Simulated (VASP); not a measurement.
Set up this calculation in VASP 6.6.1, as the native input.

- Task: single point
- Functional: PBE
- Potentials or basis: VASP PAW PBE potentials, release 64 (H, Mo_sv)
- Cutoff: 520 eV
- k mesh: 6 × 6 × 6
- Occupations: gaussian, width 0.1 eV
- Spin: collinear spin, ferromagnetic start
- Starting moments: [0.0, 0.0, 0.0, 1.0] μB
- Dipole correction: no
- Further INCAR settings: ALGO = Normal; EDIFF = 1e-06; NBANDS = 20

The structure of MoH3 lies in POSCAR:

```
MoH3
1.0
    2.9069523188      0.0000000000      0.0000000000
    0.0000000000      2.9069523188      0.0000000000
    0.0000000000      0.0000000000      2.9069523188
H Mo
3 1
Direct
    0.0000000000      0.5000000000      0.5000000000
    0.5000000000      0.0000000000      0.5000000000
    0.5000000000      0.5000000000      0.0000000000
    0.0000000000      0.0000000000      0.0000000000
```

The input as run:

INCAR

```
SYSTEM = MoH3
ALGO = Normal ; EDIFF = 1E-6
ENCUT = 520 ; GGA = PE
ISIF = 2 ; ISMEAR = 0
ISPIN = 2 ; LASPH = .True.
LCHARG = .False. ; LMAXMIX = 4
LORBIT = 11 ; LREAL = .False.
LWAVE = .False. ; MAGMOM = 0 0 0 1
NBANDS = 20 ; NELM = 150
PREC = Accurate ; SIGMA = 0.1
```

KPOINTS

```
k-points
0
Gamma
  6 6 6
  0 0 0
```

Potentials or basis: VASP PAW PBE potentials, release 64 (H, Mo_sv).

Command:

```bash
$ cat potpaw_PBE.64/H/POTCAR potpaw_PBE.64/Mo_sv/POTCAR > POTCAR
$ mpirun -np 1 vasp_std > vasp.out
```

Results of the run:

```
Pressure                                              : 3.7 GPa
Net moment                                            : 1.34 μB per cell
Site moments                                          : H -0.01; Mo +1.22 μB
Valence electrons inside the program's atomic spheres : H 0.53; Mo 12.47
```

Caveat: the k points lie up to 0.36 Å⁻¹ apart.

Run time: 28 s on 1 thread of Intel(R) Xeon(R) Platinum 8259CL CPU @ 2.50GHz (Skylake/Cascade Lake) (shared host), peak memory 0.15 GiB.
